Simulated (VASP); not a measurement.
Set up this calculation in VASP 6.6.1, as the native input.

```
Task                   : single point
Functional             : PBE
Potentials or basis    : VASP PAW PBE potentials, release 64 (Hf_pv, O)
Cutoff                 : 520 eV
k mesh                 : 8 × 8 × 8
Occupations            : gaussian, width 0.02 eV
Spin                   : no spin polarisation
Dipole correction      : no
Further INCAR settings : ALGO = Normal; EDIFF = 1e-06; NBANDS = 18
```

The structure of HfO2 lies in POSCAR:

```
HfO2
1.0
    0.0000000000      2.4699255964      2.4699255964
    2.4699255964      0.0000000000      2.4699255964
    2.4699255964      2.4699255964      0.0000000000
Hf O
1 2
Direct
    0.0000000000      0.0000000000      0.0000000000
    0.2500000000      0.2500000000      0.2500000000
    0.7500000000      0.7500000000      0.7500000000
```

This cell differs from its parent crystal: volume scaled by 0.91.

The input as run:

INCAR

```
PREC = Accurate ; ENCUT = 520
EDIFF = 1E-6 ; ISMEAR = 0
SIGMA = 0.02 ; LREAL = False
LASPH = True ; NELM = 60
ALGO = Normal ; ISIF = 2
LWAVE = False ; LCHARG = True
GGA = PE ; LELF = True
LVHAR = True ; NBANDS = 18
```

KPOINTS

```
Automatic mesh
0
Gamma
  8 8 8
```

Potentials or basis: VASP PAW PBE potentials, release 64 (Hf_pv, O).

Run with:

```bash
$ cat potpaw_PBE.64/Hf_pv/POTCAR potpaw_PBE.64/O/POTCAR > POTCAR
$ mpirun -np 1 vasp_std > vasp.out
```

It gave:

```json
{"Pressure": "23.7 GPa", "Band gap on the k mesh": "4.01 eV, direct"}
```

Caveat: spin-orbit coupling is left out, which moves the levels of the heavy elements.

Wall time 16 s on 1 thread of Intel(R) Xeon(R) Platinum 8488C (Sapphire Rapids), with other jobs on the host, peak memory 0.16 GiB.
